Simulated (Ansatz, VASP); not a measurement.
Na: VASP beside Ansatz

The input INCAR:

```
SYSTEM = Na
PREC     = Accurate       ! precision mode
ENCUT    = 520            ! plane-wave cutoff, eV
EDIFF    = 1E-6           ! SCF threshold, eV
ISMEAR   = -1             ! smearing method
SIGMA    = 0.1            ! smearing width, eV
LREAL    = .FALSE.        ! projectors in reciprocal space
LASPH    = .TRUE.         ! aspherical terms in the spheres
NELM     = 60             ! most SCF steps
ALGO     = Normal         ! electronic algorithm
ISIF     = 2              ! what is computed and relaxed
LWAVE    = .FALSE.        ! write WAVECAR
LCHARG   = .FALSE.        ! write CHGCAR
NBANDS   = 10             ! bands
```

Contents of KPOINTS:

```
regular mesh
0
G
  18 18 18
  0 0 0
```

The input POSCAR:

```
Na
1.0
   -2.0012970972      2.0012970972      2.0012970972
    2.0012970972     -2.0012970972      2.0012970972
    2.0012970972      2.0012970972     -2.0012970972
Na
1
Direct
    0.0000000000      0.0000000000      0.0000000000
```

Input for Ansatz:

```yaml
crystal:
  lattice:
    - [-2.0012970972, 2.0012970972, 2.0012970972]
    - [2.0012970972, -2.0012970972, 2.0012970972]
    - [2.0012970972, 2.0012970972, -2.0012970972]
  atoms:
    - { symbol: Na, position: [0.0, 0.0, 0.0] }
hamiltonian:
  xc: lda
  pseudopotentials:
    kind: paw
    azcp:
      Na: "pseudopotentials/Na.paw.azcp"
basis:
  ecutwfc: 420
  fft_grid_basis: typed
kpoints:
  mp_grid: { grid: [18, 18, 18], shift: [0, 0, 0] }
magnetization:
  spin_polarized: false
scf:
  occupations: { method: fermi_dirac, width: 0.1 }
output:
  stress: true
```

Alike in both runs: task single point; functional LDA; k mesh 18 × 18 × 18; occupations fermi-dirac, width 0.1 eV; no spin polarisation.

|  | VASP | Ansatz |
| --- | --- | --- |
| version | VASP 6.6.1 | Ansatz 0.2.0 |
| potentials or method | VASP PAW LDA potentials, release 64 (Na_pv), cutoff 520 eV | plane waves (420 eV) with PAW, scalar-relativistic |
| valence electrons in the cell | 7 | 9 |

|  | VASP | Ansatz | Ansatz less VASP |
| --- | --- | --- | --- |
| pressure (GPa) | 0.3 | 0.4 | +0.04 |

Ansatz warns that its potentials were made for another functional, while VASP's fit it. LDA's correlation is that of Perdew and Zunger in VASP and of Perdew and Wang (1992) in Ansatz. VASP's potentials hold 7 valence electrons a cell and Ansatz's 9, so a difference there can come from the potentials and not from the codes.
